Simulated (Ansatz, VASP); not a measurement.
# Rh: VASP beside Ansatz

```
CELL_PARAMETERS angstrom
0.00000 1.87900 1.87900
1.87900 0.00000 1.87900
1.87900 1.87900 0.00000
ATOMIC_POSITIONS crystal
Rh 0.00000 0.00000 0.00000
```

Alike in both runs: functional LDA; k mesh 8 × 8 × 8; occupations gaussian, width 0.1 eV; no spin polarisation.

Ansatz relaxed the structure, and its values are those at the end. VASP's run is a single point on that final structure, the one shown.

|  | VASP | Ansatz |
| --- | --- | --- |
| version | VASP 6.6.1 | Ansatz 0.2.0 |
| potentials or method | VASP PAW LDA potentials, release 64 (Rh_pv), cutoff 520 eV | scalar-relativistic, plane waves, PAW |
| valence electrons in the cell | 15 | 17 |

Ansatz gave:

- gap on the k mesh at the Fermi level (eV): none
- pressure (GPa): -0.1

Task: Which values does VASP return?

Result: gap on the k mesh at the Fermi level (eV): none; pressure (GPa): 0.8.

Ansatz warns that its potentials were made for another functional, while VASP's fit it. LDA's correlation is that of Perdew and Zunger in VASP and of Perdew and Wang (1992) in Ansatz. A gap of «none» marks a metal or a gap that the smearing closes. VASP's potentials hold 15 valence electrons a cell and Ansatz's 17, so a difference there can come from the potentials and not from the codes.

The k mesh is coarse, so the values compare programs but aren't converged.
